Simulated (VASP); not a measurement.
**Pt: single point with r2SCAN**

The system is Pt.

```
Pt
1.0
     0.00000    1.97009    1.97009
     1.97009    0.00000    1.97009
     1.97009    1.97009    0.00000
Pt
1
Direct
  0.00000 0.00000 0.00000
```

| Property | Result |
| --- | --- |
| Program | VASP 6.6.1 |
| Task | single point |
| Functional | r2SCAN |
| Potentials or basis | VASP PAW PBE potentials, release 64 (Pt) |
| Cutoff | 520 eV |
| k mesh | 18 × 18 × 18 |
| Occupations | gaussian, width 0.1 eV |
| Spin | no spin polarisation |

```yaml
Pressure: 0.7 GPa
Band_gap_on_the_k_mesh: zero (band 5 reaches 11.26 eV, above the bottom of band 6 at 8.94 eV)
```

Levels at points of the mesh, in eV from the Fermi level:
```
           k point  band 1  band 2  band 3  band 4  band 5  band 6  band 7  band 8  band 9  band 10
(0.00, 0.00, 0.00)  -10.34   -3.83   -3.83   -3.83   -1.72   -1.72   15.52   20.61   20.61    20.61
(0.50, 0.00, 0.00)   -7.43   -3.93   -3.93   -0.25    0.02    0.02    6.05   15.16   19.86    19.86
(0.50, 0.50, 0.00)   -7.14   -6.72   -0.06    0.51    0.51    1.97    9.19   11.98   11.98    21.11
```

It took 39 s on 1 thread of Intel(R) Xeon(R) 6975P-C (Granite Rapids), on a shared host, peak memory 0.17 GiB.

Caveat: the PAW data sets were made with another functional, which shifts forces and pressure a little; spin-orbit coupling is left out, which moves the levels of the heavy elements.
